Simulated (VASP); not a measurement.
# Nb (I4/mmm) in VASP: a series of runs, part 2 of 2

VASP 6.6.1.

### Step 4. Single point, PBE (zz strain of +2 %)

The input, INCAR:

```
ALGO = Normal
EDIFF = 1E-6
ENCUT = 520
GGA = PE
ISIF = 2
ISMEAR = -1
LASPH = T
LCHARG = F
LREAL = F
LWAVE = F
NBANDS = 12
NELM = 80
PREC = Accurate
SIGMA = 0.08
```

The input, KPOINTS:

```
k-points
0
Gamma
  13 13 13
```

The input, POSCAR:

```
Nb
1.0
    0.0000000000      2.1150000000      2.1573000000
    2.1150000000      0.0000000000      2.1573000000
    2.1150000000      2.1150000000      0.0000000000
Nb
1
Direct
    0.0000000000      0.0000000000      0.0000000000
```

Potentials or basis: VASP PAW PBE potentials, release 64 (Nb_sv).

Run with:

```console
cat potpaw_PBE.64/Nb_sv/POTCAR > POTCAR
mpirun -np 1 vasp_std > vasp.out
```

OUTCAR:

```text
EDIFF = 1E-6
   ENCUT = 520
   GGA = PE
   ISIF = 2
   ISMEAR = -1
   LASPH = T
   LREAL = F
   NELM = 80
   PREC = Accurate

 ion  position               nearest neighbor table
   1  0.000  0.000  0.000-

  LATTYP: Found a body centered tetragonal cell.
 ALAT       =     2.9910616844
 C/A-ratio  =     1.4424978336

  Lattice vectors:

 A1 = (  -2.1150000000,   0.0000000000,   2.1573000000)
 A2 = (   2.1150000000,   0.0000000000,   2.1573000000)
 A3 = (   0.0000000000,   2.1150000000,  -2.1573000000)

Analysis of symmetry for initial positions (statically):
=====================================================================
 Subroutine PRICEL returns:
 Original cell was already a primitive cell.

 Routine SETGRP: Setting up the symmetry group for a
 body centered tetragonal supercell.

 Subroutine GETGRP returns: Found 16 space group operations
 (whereof 16 operations were pure point group operations)
 out of a pool of 16 trial point group operations.

The static configuration has the point symmetry D_4h.

Analysis of symmetry for dynamics (positions and initial velocities):
=====================================================================
 Subroutine PRICEL returns:
 Original cell was already a primitive cell.

 Routine SETGRP: Setting up the symmetry group for a
 body centered tetragonal supercell.

 Subroutine GETGRP returns: Found 16 space group operations
 (whereof 16 operations were pure point group operations)
 out of a pool of 16 trial point group operations.

The dynamic configuration has the point symmetry D_4h.

 Subroutine INISYM returns: Found 16 space group operations
 (whereof 16 operations are pure point group operations),
 and found     1 'primitive' translations

----------------------------------------------------------------------------------------

                                     Primitive cell

  volume of cell :      19.3002

  direct lattice vectors                    reciprocal lattice vectors
     0.000000000  2.115000000  2.157300000    -0.236406619  0.236406619  0.231771195
     2.115000000  0.000000000  2.157300000     0.236406619 -0.236406619  0.231771195
     2.115000000  2.115000000  0.000000000     0.236406619  0.236406619 -0.231771195

  length of vectors
     3.021120370  3.021120370  2.991061684     0.406809619  0.406809619  0.406809619

  position of ions in fractional coordinates (direct lattice)
     0.000000000  0.000000000  0.000000000

  ion indices of the primitive-cell ions
   primitive index   ion index
                 1           1

----------------------------------------------------------------------------------------

 KPOINTS: k-points

Automatic generation of k-mesh.
 Grid dimensions read from file:
 generate k-points for:   13   13   13

 Generating k-lattice:

  Cartesian coordinates                     Fractional coordinates (reciprocal lattice)
    -0.018185125  0.018185125  0.017828553     0.076923077  0.000000000  0.000000000
     0.018185125 -0.018185125  0.017828553     0.000000000  0.076923077  0.000000000
     0.018185125  0.018185125 -0.017828553     0.000000000  0.000000000  0.076923077

  Length of vectors
     0.031293048  0.031293048  0.031293048

  Shift w.r.t. Gamma in fractional coordinates (k-lattice)
     0.000000000  0.000000000  0.000000000

 Subroutine IBZKPT returns following result:
 ===========================================

 Found    196 irreducible k-points:

 Following reciprocal coordinates:
            Coordinates               Weight
  0.000000  0.000000  0.000000      1.000000
  0.076923  0.000000  0.000000      8.000000
  0.153846  0.000000  0.000000      8.000000
  0.230769  0.000000  0.000000      8.000000
  0.307692  0.000000  0.000000      8.000000
  0.384615 -0.000000  0.000000      8.000000
[... 16 lines left out ...]
  0.384615  0.153846  0.000000      8.000000
  0.461538  0.153846  0.000000      8.000000
 [... further k-points ...]
   k-points           NKPTS =    196   k-points in BZ     NKDIM =    196   number of bands    NBANDS=     12
   number of dos      NEDOS =    301   number of ions     NIONS =      1
   total plane-waves  NPLWV =  13824
   dimension x,y,z NGX =    24 NGY =   24 NGZ =   24
   dimension x,y,z NGXF=    48 NGYF=   48 NGZF=   48
   ions per type =               1
   NGX,Y,Z   is equivalent  to a cutoff of  13.21, 13.21, 13.34 a.u.
   NGXF,Y,Z  is equivalent  to a cutoff of  26.41, 26.41, 26.68 a.u.
 SYSTEM =  unknown system
   PREC   = accura    normal or accurate (medium, high low for compatibility)
   ISTART =      0    job   : 0-new  1-cont  2-samecut
   ICHARG =      2    charge: 1-file 2-atom 10-const
   ISPIN  =      1    spin polarized calculation?
   LNONCOLLINEAR =      F non collinear calculations
   LSORBIT =      F    spin-orbit coupling
   LASPH  =      T    aspherical Exc in radial PAW
   ENCUT  =  520.0 eV  38.22 Ry    6.18 a.u.   5.62  5.62  5.56*2*pi/ulx,y,z
   NELM   =     80;   NELMIN=  2; NELMDL= -5     # of ELM steps
   EDIFF  = 0.1E-05   stopping-criterion for ELM
   LREAL  =      F    real-space projection
   EDIFFG = 0.1E-04   stopping-criterion for IOM
   NSW    =      0    number of steps for IOM
   IBRION =     -1    ionic relax: 0-MD 1-quasi-New 2-CG
   NFREE  =      0    steps in history (QN), initial steepest desc. (CG)
   ISIF   =      2    stress and relaxation
   ISYM   =      2    0-nonsym 1-usesym 2-fastsym
   POTIM  = 0.5000    time-step for ionic-motion
   TEBEG  =    0.0;   TEEND  =   0.0 temperature during run
   PSTRESS=    0.0 pullay stress
   NELECT =      13.0000    total number of electrons
   NUPDOWN=      -1.0000    fix difference up-down
   EMIN   =  10.00;   EMAX   =-10.00  energy-range for DOS
   EFERMI =   0.00;   METHOD = LEGACY
   ISMEAR =    -1;   SIGMA  =   0.08  broadening in eV -4-tet -1-fermi 0-gaus
   EFERMI_NEDOS =   21; number of points for ismear=-14 and -15
   IALGO  =     38    algorithm
   IMIX   =      4    mixing-type and parameters
     AMIX     =   0.40;   BMIX     =  1.00
     AMIX_MAG =   1.60;   BMIX_MAG =  1.00
  volume/ion in A,a.u.               =      19.30       130.24
  Fermi-wavevector in a.u.,A,eV,Ry     =   1.435056  2.711863 28.019645  2.059386
  Thomas-Fermi vector in A             =   2.554397
   LORBIT       =      0    0 simple, 1 ext, 2 COOP (PROOUT), +10 PAW based schemes
   GGA     = PE    functional components
[... 5 lines left out ...]
 non-spin polarized calculation
  energy-cutoff  :      520.00
  volume of cell :       19.30
 maximum number of plane-waves:       540
   NGX = 11   NGY = 11   NGZ = 11

 number of electron      13.0000000 magnetization

 Free energy of the ion-electron system (eV)
  ---------------------------------------------------
  ext. energy  EPLUGINS =         0.00000000
  ---------------------------------------------------
  free energy    TOTEN  =        -9.90542179 eV

  energy without entropy =       -9.87238641  energy(sigma->0) =       -9.88890410

 E-fermi :  10.5661     XC(G=0): -12.1506

 val. band max:       10.5656947891   @ k =   0.4615  -0.0000   0.1538
 cond. band min:      10.5827684486   @ k =  -0.3846   0.0000   0.3077
 fundamental gap:      0.0170736595
 Fermi energy:        10.5661250611

 k-point     1 :       0.0000    0.0000    0.0000
  band No.  band energies     occupation
      1     -44.2489      2.00000
      2     -19.6879      2.00000
      3     -19.6835      2.00000
      4     -19.6835      2.00000
      5       4.4264      2.00000
      6      10.5519      1.08863
      7      10.7792      0.13029
      8      10.7792      0.13029
      9      13.0390      0.00000
     10      13.3433      0.00000
     11      22.3736      0.00000
     12      26.6515      0.00000

 k-point     2 :       0.0769    0.0000    0.0000
  band No.  band energies     occupation
      1     -44.2392      2.00000
      2     -19.7510      2.00000
      3     -19.6956      2.00000
      4     -19.6909      2.00000
      5       4.6391      2.00000
      6      10.4998      1.39235
      7      10.7645      0.15450
      8      10.8762      0.04061
      9      12.9654      0.00000
     10      13.2522      0.00000
     11      22.7952      0.00000
     12      26.1168      0.00000
[... 316 lines left out ...]
 k-point    24 :       0.4615    0.1538    0.0000
  band No.  band energies     occupation
      1     -44.0751      2.00000
      2     -20.6257      2.00000
      3     -19.9601      2.00000
      4     -19.8658      2.00000
      5       7.4559      2.00000
      6       9.5765      1.99999
      7      10.4839      1.47283
      8      11.4336      0.00004
      9      15.0990      0.00000
     10      15.5547      0.00000
     11      21.0157      0.00000
     12      23.8520      0.00000

 [... further k-points ...]
[... 5 lines left out ...]
  --------------------------------------------------------------------------------------
  -------------------------------------------------------------------------------------
  Total       -0.7263108     -0.7263108     -0.1916793      0.0000000      0.0000000     -0.0000000
  in kB      -60.2936774    -60.2936774    -15.9119878      0.0000000      0.0000000     -0.0000000
  external PRESSURE =     -45.4997809 kB  Pullay stress =       0.0000000 kB

 VOLUME and BASIS-vectors are now :
 -----------------------------------------------------------------------------
  energy-cutoff  :      520.00
  volume of cell :       19.30
      direct lattice vectors                 reciprocal lattice vectors
     0.000000000  2.115000000  2.157300000    -0.236406619  0.236406619  0.231771195
     2.115000000  0.000000000  2.157300000     0.236406619 -0.236406619  0.231771195
     2.115000000  2.115000000  0.000000000     0.236406619  0.236406619 -0.231771195

 POSITION                                       TOTAL-FORCE (eV/Angst)
 -----------------------------------------------------------------------------------
      0.00000      0.00000      0.00000        -0.000000      0.000000      0.000000
 -----------------------------------------------------------------------------------
    total drift:                                0.000000      0.000000     -0.000000

  FREE ENERGIE OF THE ION-ELECTRON SYSTEM (eV)
  ---------------------------------------------------
  free  energy   TOTEN  =        -9.9054217860 eV

  energy  without entropy=       -9.8723864057  energy(sigma->0) =       -9.88890410
```

It took 24 s on 1 thread of Intel Xeon 6975P-C, shared host; peak memory 0.17 GiB.

What came out:

```yaml
Free_energy: -9.9054 eV
Pressure: -4.5 GPa
```

Levels at points of the mesh, in eV from the Fermi level:
| k point | band 2 | band 3 | band 4 | band 5 | band 6 | band 7 | band 8 | band 9 | band 10 | band 11 |
| --- | --- | --- | --- | --- | --- | --- | --- | --- | --- | --- |
| (0.00, 0.00, 0.00) | -30.25 | -30.25 | -30.25 | -6.14 | -0.01 | 0.21 | 0.21 | 2.47 | 2.78 | 11.81 |

Caveat: the cell differs from its parent crystal (zz strain of +2 %).

### Step 5. Single point, PBE (zz strain of +3 %)

The input, INCAR:

```
PREC = Accurate ; ENCUT = 520
EDIFF = 1E-6 ; ISMEAR = -1
SIGMA = 0.08 ; LREAL = False
LASPH = True ; NELM = 80
ALGO = Normal ; ISIF = 2
LWAVE = False ; LCHARG = False
GGA = PE ; NBANDS = 12
```

The input, KPOINTS:

```
regular mesh
0
Gamma
  13 13 13
```

The input, POSCAR:

```
Nb
1.0
    0.0000000000      2.1150000000      2.1784500000
    2.1150000000      0.0000000000      2.1784500000
    2.1150000000      2.1150000000      0.0000000000
Nb
1
Direct
    0.0000000000      0.0000000000      0.0000000000
```

Run with:

```console
cat potpaw_PBE.64/Nb_sv/POTCAR > POTCAR
mpirun -np 1 vasp_std > vasp.out
```

Run time: 24 s. Hardware: 1 thread of Intel Xeon 6975P-C, shared host; peak memory 0.17 GiB.

The run converged. Its results:

- Free energy: -9.9034 eV
- Pressure: -6.1 GPa

Stress tensor (GPa, compression positive):
```
-8.10  0.00  0.00
 0.00 -8.10  0.00
 0.00  0.00 -1.98
```

Levels at points of the mesh, in eV from the Fermi level:
```tsv
k point	band 4	band 5	band 6	band 7	band 8	band 9
(0.00, 0.00, 0.00)	-30.28	-6.11	-0.08	0.26	0.26	2.37
```

Caveat: the cell differs from its parent crystal (zz strain of +3 %).

### Step 6. Single point, PBE (equal xx and yy strain of +2 %)

The input, INCAR:

```
PREC = Accurate
ENCUT = 520
EDIFF = 1E-7
ISMEAR = -1
SIGMA = 0.08
LREAL = F
LASPH = T
NELM = 100
ALGO = Normal
ISIF = 2
LWAVE = F
LCHARG = F
GGA = PE
NBANDS = 12
```

The input, KPOINTS:

```
Automatic mesh
0
Gamma
  13 13 13
```

The input, POSCAR:

```
Nb
1.0
    0.0000000000      2.1573000000      2.1150000000
    2.1573000000      0.0000000000      2.1150000000
    2.1573000000      2.1573000000      0.0000000000
Nb
1
Direct
    0.0000000000      0.0000000000      0.0000000000
```

Potentials or basis: VASP PAW PBE potentials, release 64 (Nb_sv).

Run with:

```console
cat potpaw_PBE.64/Nb_sv/POTCAR > POTCAR
mpirun -np 1 vasp_std > vasp.out
```

Wall time 26 s (1 thread of Intel Xeon 6975P-C, shared host); peak memory 0.17 GiB.

Results (log left out):

```yaml
Free_energy: -9.8914 eV
Pressure: -7.4 GPa
```

Stress tensor (GPa, compression positive):
```
 -5.88   0.00   0.00
  0.00  -5.88   0.00
  0.00   0.00 -10.37
```

Levels at points of the mesh, in eV from the Fermi level:
| k point | band 2 | band 3 | band 4 | band 5 | band 6 | band 7 | band 8 | band 9 | band 10 | band 11 |
| --- | --- | --- | --- | --- | --- | --- | --- | --- | --- | --- |
| (0.00, 0.00, 0.00) | -30.31 | -30.31 | -30.31 | -6.09 | 0.07 | 0.07 | 0.29 | 2.42 | 2.71 | 11.78 |

Caveat: the cell differs from its parent crystal (equal xx and yy strain of +2 %).

### Step 7. Overview

| cell | gap on the mesh (eV) | pressure (GPa) |
| --- | --- | --- |
| a = 2.947, b = 2.947, c = 2.901 Å, angles 60.5, 60.5, 59.0°, 1 atom | none | 9.2 |
| a = 2.976, b = 2.976, c = 2.961 Å, angles 60.2, 60.2, 59.7°, 1 atom | none | 1.9 |
| a = 3.021, b = 3.021, c = 2.991 Å, angles 60.3, 60.3, 59.3°, 1 atom | none | -4.5 |
| a = 3.036, b = 3.036, c = 2.991 Å, angles 60.5, 60.5, 59.0°, 1 atom | none | -6.1 |
| a = 3.021, b = 3.021, c = 3.051 Å, angles 59.7, 59.7, 60.7°, 1 atom | none | -7.4 |

Alike in all rows: task single point; level PBE; potentials or basis VASP PAW PBE potentials, release 64 (Nb_sv); no spin polarisation; k mesh 13 × 13 × 13; cutoff (eV) 520; smearing fermi-dirac 0.08 eV.

Absolute energies hang on the potentials; compare differences alone.
